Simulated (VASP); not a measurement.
# Cu in VASP: notebook

Cu is run at these levels: PBE; tasks: single point.

Program: VASP 6.6.1. These are calculated values, not measurements. Logs are shortened: lines on timing, memory, paths and dates and some standing lists are left out, and cuts for length are marked.

### 1 The cell of the first run

The cell holds a slab with vacuum, 3 atoms: a = 2.567 Å, b = 2.567 Å, c = 19.630 Å, α = 90.00°, β = 90.00°, γ = 90.00°.

### 2 Single point, PBE

File INCAR:

```
  ALGO = Normal
  DIPOL = 0.5 0.5 0.500
  EDIFF = 1E-6
  ENCUT = 520
  GGA = PE
  IDIPOL = 3
  ISIF = 2
  ISMEAR = -1
  LASPH = T
  LCHARG = F
  LDIPOL = T
  LREAL = F
  LWAVE = F
  NBANDS = 24
  NELM = 80
  PREC = Accurate
  SIGMA = 0.1
```

File KPOINTS:

```
k-points
0
Gamma
  14 14 1
```

File POSCAR:

```
Cu
1.0
    2.5665139637      0.0000000000      0.0000000000
    0.0000000000      2.5665139637      0.0000000000
    0.0000000000      0.0000000000     19.6296000000
Cu
3
Direct
    0.0000000000      0.0000000000      0.4075478141
    0.5000000000      0.5000000000      0.5000000000
    0.0000000000      0.0000000000      0.5924521859
```

Potentials or basis: VASP PAW PBE potentials, release 64 (Cu).

Command:

```sh
> cat potpaw_PBE.64/Cu/POTCAR > POTCAR
> mpirun -np 1 vasp_std > vasp.out
```

OUTCAR:

```text
EDIFF = 1E-6
   ENCUT = 520
   GGA = PE
   ISIF = 2
   ISMEAR = -1
   LASPH = T
   LREAL = F
   NELM = 80
   PREC = Accurate

 ion  position               nearest neighbor table
   1  0.000  0.000  0.408-   2 2.57   2 2.57   2 2.57   2 2.57
   2  0.500  0.500  0.500-   1 2.57   3 2.57   1 2.57   3 2.57   1 2.57   3 2.57   1 2.57   3 2.57

   3  0.000  0.000  0.592-   2 2.57   2 2.57   2 2.57   2 2.57

  LATTYP: Found a simple tetragonal cell.
 ALAT       =     2.5665139637
 C/A-ratio  =     7.6483511400

  Lattice vectors:

 A1 = (   2.5665139637,   0.0000000000,   0.0000000000)
 A2 = (   0.0000000000,   2.5665139637,   0.0000000000)
 A3 = (   0.0000000000,   0.0000000000,  19.6296000000)

Analysis of symmetry for initial positions (statically):
=====================================================================
 Subroutine PRICEL returns:
 Original cell was already a primitive cell.

 Routine SETGRP: Setting up the symmetry group for a
 simple tetragonal supercell.

 Subroutine GETGRP returns: Found 16 space group operations
 (whereof 16 operations were pure point group operations)
 out of a pool of 16 trial point group operations.

The static configuration has the point symmetry D_4h.

Analysis of symmetry for dynamics (positions and initial velocities):
=====================================================================
 Subroutine PRICEL returns:
 Original cell was already a primitive cell.

 Routine SETGRP: Setting up the symmetry group for a
 simple tetragonal supercell.

 Subroutine GETGRP returns: Found 16 space group operations
 (whereof 16 operations were pure point group operations)
 out of a pool of 16 trial point group operations.

The dynamic configuration has the point symmetry D_4h.

 Subroutine INISYM returns: Found 16 space group operations
 (whereof 16 operations are pure point group operations),
 and found     1 'primitive' translations

----------------------------------------------------------------------------------------

                                     Primitive cell

  volume of cell :     129.3001

  direct lattice vectors                    reciprocal lattice vectors
     2.566513964  0.000000000  0.000000000     0.389633571  0.000000000  0.000000000
     0.000000000  2.566513964  0.000000000     0.000000000  0.389633571  0.000000000
     0.000000000  0.000000000 19.629600000     0.000000000  0.000000000  0.050943473

  length of vectors
     2.566513964  2.566513964 19.629600000     0.389633571  0.389633571  0.050943473

  position of ions in fractional coordinates (direct lattice)
     0.000000000  0.000000000  0.407547814
     0.500000000  0.500000000  0.500000000
     0.000000000  0.000000000  0.592452186

  ion indices of the primitive-cell ions
   primitive index   ion index
                 1           1
                 2           2
                 3           3

----------------------------------------------------------------------------------------

 KPOINTS: k-points

Automatic generation of k-mesh.
 Grid dimensions read from file:
 generate k-points for:   14   14    1

 Generating k-lattice:

  Cartesian coordinates                     Fractional coordinates (reciprocal lattice)
     0.027830969  0.000000000  0.000000000     0.071428571  0.000000000  0.000000000
     0.000000000  0.027830969  0.000000000     0.000000000  0.071428571  0.000000000
     0.000000000  0.000000000  0.050943473     0.000000000  0.000000000  1.000000000

  Length of vectors
     0.027830969  0.027830969  0.050943473

  Shift w.r.t. Gamma in fractional coordinates (k-lattice)
     0.000000000  0.000000000  0.000000000

 Subroutine IBZKPT returns following result:
 ===========================================

 Found     36 irreducible k-points:

 Following reciprocal coordinates:
            Coordinates               Weight
  0.000000  0.000000  0.000000      1.000000
  0.071429  0.000000  0.000000      4.000000
  0.142857  0.000000  0.000000      4.000000
  0.214286  0.000000  0.000000      4.000000
  0.285714  0.000000  0.000000      4.000000
  0.357143  0.000000  0.000000      4.000000
[... 16 lines left out ...]
  0.285714  0.214286  0.000000      8.000000
  0.357143  0.214286  0.000000      8.000000
 [... further k-points ...]
   k-points           NKPTS =     36   k-points in BZ     NKDIM =     36   number of bands    NBANDS=     24
   number of dos      NEDOS =    301   number of ions     NIONS =      3
   total plane-waves  NPLWV =  60000
   dimension x,y,z NGX =    20 NGY =   20 NGZ =  150
   dimension x,y,z NGXF=    40 NGYF=   40 NGZF=  300
   ions per type =               3
   NGX,Y,Z   is equivalent  to a cutoff of  12.95, 12.95, 12.70 a.u.
   NGXF,Y,Z  is equivalent  to a cutoff of  25.91, 25.91, 25.41 a.u.
 SYSTEM =  unknown system
   PREC   = accura    normal or accurate (medium, high low for compatibility)
   ISTART =      0    job   : 0-new  1-cont  2-samecut
   ICHARG =      2    charge: 1-file 2-atom 10-const
   ISPIN  =      1    spin polarized calculation?
   LNONCOLLINEAR =      F non collinear calculations
   LSORBIT =      F    spin-orbit coupling
   LASPH  =      T    aspherical Exc in radial PAW
   ENCUT  =  520.0 eV  38.22 Ry    6.18 a.u.   4.77  4.77 36.50*2*pi/ulx,y,z
   NELM   =     80;   NELMIN=  2; NELMDL= -5     # of ELM steps
   EDIFF  = 0.1E-05   stopping-criterion for ELM
   LREAL  =      F    real-space projection
   EDIFFG = 0.1E-04   stopping-criterion for IOM
   NSW    =      0    number of steps for IOM
   IBRION =     -1    ionic relax: 0-MD 1-quasi-New 2-CG
   NFREE  =      0    steps in history (QN), initial steepest desc. (CG)
   ISIF   =      2    stress and relaxation
   ISYM   =      2    0-nonsym 1-usesym 2-fastsym
   POTIM  = 0.5000    time-step for ionic-motion
   TEBEG  =    0.0;   TEEND  =   0.0 temperature during run
   PSTRESS=    0.0 pullay stress
   NELECT =      33.0000    total number of electrons
   NUPDOWN=      -1.0000    fix difference up-down
   EMIN   =  10.00;   EMAX   =-10.00  energy-range for DOS
   EFERMI =   0.00;   METHOD = LEGACY
   ISMEAR =    -1;   SIGMA  =   0.10  broadening in eV -4-tet -1-fermi 0-gaus
   EFERMI_NEDOS =   21; number of points for ismear=-14 and -15
   IALGO  =     38    algorithm
   IMIX   =      4    mixing-type and parameters
     AMIX     =   0.40;   BMIX     =  1.00
     AMIX_MAG =   1.60;   BMIX_MAG =  1.00
  volume/ion in A,a.u.               =      43.10       290.85
  Fermi-wavevector in a.u.,A,eV,Ry     =   1.038436  1.962360 14.671845  1.078350
  Thomas-Fermi vector in A             =   2.172921
   LORBIT       =      0    0 simple, 1 ext, 2 COOP (PROOUT), +10 PAW based schemes
   GGA     = PE    functional components
   LHFCALC =     F    Hartree Fock is set to
   AEXX    =    0.0000 exact exchange contribution
   IVDW    =     0    specifies the selected vdW correction
   LEPSILON=     F    determine dielectric tensor
   LRPA    =     F    only Hartree local field effects (RPA)
 non-spin polarized calculation
  energy-cutoff  :      520.00
  volume of cell :      129.30
 maximum number of plane-waves:      3510
 NGX is ok and might be reduce to    20
   NGX =  9   NGY =  9   NGZ = 73

 dipolmoment           0.000000      0.000000      0.000000 electrons x Angstroem

 number of electron      32.9999949 magnetization

 dipolmoment           0.000000      0.000000     -0.000000 electrons x Angstroem

 Free energy of the ion-electron system (eV)
  ---------------------------------------------------
  ext. energy  EPLUGINS =         0.00000000
  ---------------------------------------------------
  free energy    TOTEN  =        -9.99727816 eV

  energy without entropy =       -9.96105057  energy(sigma->0) =       -9.97916437

 E-fermi :  -1.2157     XC(G=0):  -4.4975

 val. band max:       -1.2251337982   @ k =   0.5000   0.0000   0.0000
 cond. band min:      -1.1832535179   @ k =   0.5000   0.0000   0.0000
 fundamental gap:      0.0418802803
 Fermi energy:        -1.2157449541

 k-point     1 :       0.0000    0.0000    0.0000
  band No.  band energies     occupation
      1      -9.4418      2.00000
      2      -6.9893      2.00000
      3      -5.7540      2.00000
      4      -5.2263      2.00000
      5      -4.4977      2.00000
      6      -4.1645      2.00000
[... 16 lines left out ...]
     23       5.8575      0.00000
     24       6.6115      0.00000

 k-point     2 :       0.0714    0.0000    0.0000
  band No.  band energies     occupation
      1      -9.3222      2.00000
      2      -6.8839      2.00000
      3      -5.6843      2.00000
      4      -5.1967      2.00000
      5      -4.4817      2.00000
      6      -4.1366      2.00000
[... 16 lines left out ...]
     23       5.9788      0.00000
     24       6.7138      0.00000

 k-point     3 :       0.1429    0.0000    0.0000
  band No.  band energies     occupation
      1      -8.9695      2.00000
      2      -6.5875      2.00000
      3      -5.4982      2.00000
      4      -5.1060      2.00000
      5      -4.4299      2.00000
      6      -4.0610      2.00000
[... 16 lines left out ...]
     23       6.3417      0.00000
     24       7.0192      0.00000
[... 514 lines left out ...]
 k-point    23 :       0.2857    0.2143    0.0000
  band No.  band energies     occupation
      1      -6.7936      2.00000
      2      -5.2506      2.00000
      3      -4.7905      2.00000
      4      -4.5905      2.00000
      5      -4.5819      2.00000
      6      -4.0689      2.00000
[... 16 lines left out ...]
     23       6.9285      0.00000
     24       7.6523      0.00000

 k-point    24 :       0.3571    0.2143    0.0000
  band No.  band energies     occupation
      1      -6.1416      2.00000
      2      -5.2230      2.00000
      3      -4.8155      2.00000
      4      -4.5982      2.00000
      5      -4.5377      2.00000
      6      -4.0822      2.00000
[... 16 lines left out ...]
     23       7.6607      0.00000
     24       7.9428      0.00000

 [... further k-points ...]

------------------------ aborting loop because EDIFF is reached ----------------------------------------

 vacuum level on the upper side and lower side of the slab       (xc-potential included)        -0.201        -0.201

  FORCE on cell =-STRESS in cart. coord.  units (eV):
  Direction    XX          YY          ZZ          XY          YZ          ZX
  --------------------------------------------------------------------------------------
  -------------------------------------------------------------------------------------
  Total       -1.5948189     -1.5948189     -0.5865351      0.0000000      0.0000000     -0.0000000
  in kB      -19.7616522    -19.7616522     -7.2678486      0.0000000      0.0000000     -0.0000000
  external PRESSURE =     -15.5970510 kB  Pullay stress =       0.0000000 kB

 VOLUME and BASIS-vectors are now :
 -----------------------------------------------------------------------------
  energy-cutoff  :      520.00
  volume of cell :      129.30
      direct lattice vectors                 reciprocal lattice vectors
     2.566513964  0.000000000  0.000000000     0.389633571  0.000000000  0.000000000
     0.000000000  2.566513964  0.000000000     0.000000000  0.389633571  0.000000000
     0.000000000  0.000000000 19.629600000     0.000000000  0.000000000  0.050943473

 POSITION                                       TOTAL-FORCE (eV/Angst)
 -----------------------------------------------------------------------------------
      0.00000      0.00000      8.00000         0.000000     -0.000000      0.157212
      1.28326      1.28326      9.81480         0.000000      0.000000      0.000000
      0.00000      0.00000     11.62960         0.000000     -0.000000     -0.157212
 -----------------------------------------------------------------------------------
    total drift:                               -0.000000      0.000000     -0.000000

  FREE ENERGIE OF THE ION-ELECTRON SYSTEM (eV)
  ---------------------------------------------------
  free  energy   TOTEN  =        -9.9972781584 eV

  energy  without entropy=       -9.9610505732  energy(sigma->0) =       -9.97916437

 vacuum level on the upper side and lower side of the slab         3.266         3.266
```

Run time: 2 min. Hardware: 1 thread of Intel Xeon 6975P-C, shared host; peak memory 0.28 GiB.

Results:

| Item | Value |
| --- | --- |
| Free energy | -9.9973 eV |
| Largest force | 0.157 eV/Å |

Forces in eV/Å, atoms in the order of the input:
```
Cu   0.000  0.000  0.157
Cu   0.000  0.000  0.000
Cu   0.000  0.000 -0.157
```

### 3 Single point, PBE

File INCAR:

```
ALGO     = Normal         # electronic algorithm
DIPOL    = 0.5 0.5 0.500
EDIFF    = 1E-6           # SCF threshold, eV
ENCUT    = 520            # plane-wave cutoff, eV
GGA      = PE             # functional
IDIPOL   = 3            
ISIF     = 2              # what is computed and relaxed
ISMEAR   = -1             # smearing method
LASPH    = True           # aspherical terms in the spheres
LCHARG   = False          # write CHGCAR
LDIPOL   = True         
LREAL    = False          # projectors in reciprocal space
LWAVE    = False          # write WAVECAR
NBANDS   = 24             # bands
NELM     = 60             # most SCF steps
PREC     = Accurate       # precision mode
SIGMA    = 0.1            # smearing width, eV
```

KPOINTS is that of step 2.

File POSCAR:

```
Cu
1.0
    2.5665139637      0.0000000000      0.0000000000
    0.0000000000      2.5665139637      0.0000000000
    0.0000000000      0.0000000000     19.6296000000
Cu
3
Direct
    0.0000000000      0.0000000000      0.4099484592
    0.5000000000      0.5000000000      0.4999999064
    0.0000000000      0.0000000000      0.5900516344
```

Potentials or basis: VASP PAW PBE potentials, release 64 (Cu).

Command:

```sh
> cat potpaw_PBE.64/Cu/POTCAR > POTCAR
> mpirun -np 1 vasp_std > vasp.out
```

OUTCAR:

```text
EDIFF = 1E-6
   ENCUT = 520
   GGA = PE
   ISIF = 2
   ISMEAR = -1
   LASPH = True
   LREAL = False
   NELM = 60
   PREC = Accurate

 ion  position               nearest neighbor table
   1  0.000  0.000  0.410-   2 2.53   2 2.53   2 2.53   2 2.53
   2  0.500  0.500  0.500-   1 2.53   1 2.53   1 2.53   1 2.53   3 2.53   3 2.53   3 2.53   3 2.53

   3  0.000  0.000  0.590-   2 2.53   2 2.53   2 2.53   2 2.53

  LATTYP: Found a simple tetragonal cell.
 ALAT       =     2.5665139637
 C/A-ratio  =     7.6483511400

  Lattice vectors:

 A1 = (   2.5665139637,   0.0000000000,   0.0000000000)
 A2 = (   0.0000000000,   2.5665139637,   0.0000000000)
 A3 = (   0.0000000000,   0.0000000000,  19.6296000000)

Analysis of symmetry for initial positions (statically):
=====================================================================
 Subroutine PRICEL returns:
 Original cell was already a primitive cell.

 Routine SETGRP: Setting up the symmetry group for a
 simple tetragonal supercell.

 Subroutine GETGRP returns: Found 16 space group operations
 (whereof 16 operations were pure point group operations)
[... 174 lines left out ...]
 fundamental gap:      0.0586853401
 Fermi energy:        -1.2092699716

 k-point     1 :       0.0000    0.0000    0.0000
  band No.  band energies     occupation
      1      -9.5650      2.00000
      2      -7.0078      2.00000
      3      -5.8220      2.00000
      4      -5.3223      2.00000
      5      -4.5266      2.00000
      6      -4.1493      2.00000
[... 637 lines left out ...]
     23       7.6898      0.00000
     24       7.9623      0.00000

 [... further k-points ...]

------------------------ aborting loop because EDIFF is reached ----------------------------------------

 vacuum level on the upper side and lower side of the slab       (xc-potential included)        -0.203        -0.203

  FORCE on cell =-STRESS in cart. coord.  units (eV):
  Direction    XX          YY          ZZ          XY          YZ          ZX
  --------------------------------------------------------------------------------------
  -------------------------------------------------------------------------------------
  Total       -1.1168141     -1.1168141      0.0943056      0.0000000      0.0000000      0.0000000
  in kB      -13.8386195    -13.8386195      1.1685549      0.0000000      0.0000000      0.0000000
  external PRESSURE =      -8.8362280 kB  Pullay stress =       0.0000000 kB

 VOLUME and BASIS-vectors are now :
 -----------------------------------------------------------------------------
  energy-cutoff  :      520.00
  volume of cell :      129.30
      direct lattice vectors                 reciprocal lattice vectors
     2.566513964  0.000000000  0.000000000     0.389633571  0.000000000  0.000000000
     0.000000000  2.566513964  0.000000000     0.000000000  0.389633571  0.000000000
     0.000000000  0.000000000 19.629600000     0.000000000  0.000000000  0.050943473

 POSITION                                       TOTAL-FORCE (eV/Angst)
 -----------------------------------------------------------------------------------
      0.00000      0.00000      8.04712        -0.000000     -0.000000     -0.029744
      1.28326      1.28326      9.81480         0.000000      0.000000      0.000000
      0.00000      0.00000     11.58248         0.000000     -0.000000      0.029744
 -----------------------------------------------------------------------------------
    total drift:                                0.000000     -0.000000      0.000104

  FREE ENERGIE OF THE ION-ELECTRON SYSTEM (eV)
  ---------------------------------------------------
  free  energy   TOTEN  =       -10.0035299963 eV

  energy  without entropy=       -9.9677207676  energy(sigma->0) =       -9.98562538

 vacuum level on the upper side and lower side of the slab         3.265         3.264
```

OSZICAR:

```text
N       E                     dE             d eps       ncg     rms          rms(c)
DAV:   1     0.247541928635E+03    0.24754E+03   -0.13629E+04  1728   0.149E+03
DAV:   2     0.926302785783E+00   -0.24662E+03   -0.23287E+03  1736   0.305E+02
DAV:   3    -0.119120836663E+02   -0.12838E+02   -0.12306E+02  2096   0.114E+02
[... 13 lines left out ...]
DAV:  17    -0.100035039320E+02   -0.84140E-05   -0.20753E-06  1416   0.437E-02    0.268E-03
DAV:  18    -0.100035124609E+02   -0.85290E-05   -0.24575E-06  1376   0.209E-02    0.101E-03
DAV:  19    -0.100035217578E+02   -0.92969E-05   -0.72418E-07  1328   0.193E-02    0.159E-03
DAV:  20    -0.100035291300E+02   -0.73722E-05   -0.83641E-07  1216   0.136E-02    0.265E-04
DAV:  21    -0.100035299963E+02   -0.86628E-06   -0.77713E-08  1280   0.218E-03
   1 F= -.10003530E+02 E0= -.99856254E+01  d E =-.358092E-01
```

stdout:

```text
POSCAR found type information on POSCAR Cu
 POSCAR found :  1 types and       3 ions
 scaLAPACK will be used
 LDA part: xc-table for (Slater+PW92), standard interpolation
 POSCAR, INCAR and KPOINTS ok, starting setup
 FFT: planning ... GRIDC
 FFT: planning ... GRID_SOFT
 FFT: planning ... GRID
 WAVECAR not read
 entering main loop
```

It took 1.9 min on 1 thread of Intel Xeon 6975P-C, shared host; peak memory 0.28 GiB.

What came out:

- Free energy: -10.0035 eV
- Largest force: 0.030 eV/Å

Forces on the atoms (eV/Å):
```
Cu   0.000  0.000 -0.030
Cu   0.000  0.000  0.000
Cu   0.000  0.000  0.030
```

### 4 Single point, PBE

File INCAR:

```
SYSTEM = Cu
PREC = Accurate
ENCUT = 520
EDIFF = 1E-6
ISMEAR = -1
SIGMA = 0.1
LREAL = .FALSE.
LASPH = .TRUE.
NELM = 100
ALGO = Normal
ISIF = 2
LWAVE = .FALSE.
LCHARG = .FALSE.
LDIPOL = .TRUE.
IDIPOL = 3
DIPOL = 0.5 0.5 0.500
GGA = PE
NBANDS = 24
```

File KPOINTS:

```
regular mesh
0
G
  14 14 1
  0 0 0
```

POSCAR is that of step 3.

Command:

```sh
> cat potpaw_PBE.64/Cu/POTCAR > POTCAR
> mpirun -np 1 vasp_std > vasp.out
```

Wall time 2 min (1 thread of Intel Xeon 6975P-C, shared host); peak memory 0.28 GiB.

It converged, with:

```
Free energy   : -10.0035 eV
Largest force : 0.030 eV/Å
```

Forces in eV/Å, atoms in the order of the input:
```
Cu   0.000  0.000 -0.030
Cu   0.000  0.000  0.000
Cu   0.000  0.000  0.030
```

Levels at points of the mesh, in eV from the Fermi level:
| k point | band 15 | band 16 | band 17 | band 18 | band 19 | band 20 |
| --- | --- | --- | --- | --- | --- | --- |
| (0.00, 0.00, 0.00) | -1.45 | -1.45 | -1.44 | -0.88 | 1.25 | 4.25 |
| (0.50, 0.00, 0.00) | -1.48 | -0.18 | -0.06 | 0.00 | 2.98 | 4.02 |
| (0.50, 0.50, 0.00) | -1.12 | 2.86 | 2.86 | 6.05 | 6.05 | 7.48 |
